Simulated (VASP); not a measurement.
Cd: single point with PBE

Crystal: Cd.

```
CELL_PARAMETERS angstrom
0.00000 2.23718 2.23718
2.23718 0.00000 2.23718
2.23718 2.23718 0.00000
ATOMIC_POSITIONS crystal
Cd 0.00000 0.00000 0.00000
```

This isn't the form of Cd at room conditions, which is hcp.

```yaml
Program: VASP 6.6.1
Task: single point
Functional: PBE
Potentials_or_basis: VASP PAW PBE potentials, release 64 (Cd)
Cutoff: 520 eV
k_mesh: 14 × 14 × 14
Occupations: fermi-dirac, width 0.0612256 eV
Spin: no spin polarisation
Dipole_correction: no
Further_INCAR_settings: ALGO = Normal; EDIFF = 1e-06; NBANDS = 12
```

```yaml
Pressure: 1.0 GPa
Band_gap_on_the_k_mesh: zero (bands 6 and 7 overlap by 2.76 eV)
```

Levels at points of the mesh, in eV from the Fermi level:
```
           k point  band 2  band 3  band 4  band 5  band 6  band 7  band 8  band 9  band 10  band 11
(0.00, 0.00, 0.00)   -9.03   -9.03   -8.60   -8.60   -8.56   13.84   14.74   14.74    14.74    18.07
(0.50, 0.00, 0.00)   -9.03   -9.03   -8.25   -8.25   -2.18   -1.32   12.35   12.35    12.96    16.20
(0.50, 0.50, 0.00)   -9.56   -8.27   -8.16   -8.16   -0.70    1.33    6.74    6.74    10.91    10.93
```

Wall time 18 s on 1 thread of Intel Xeon 8259CL, with other jobs on the host, peak memory 0.16 GiB.
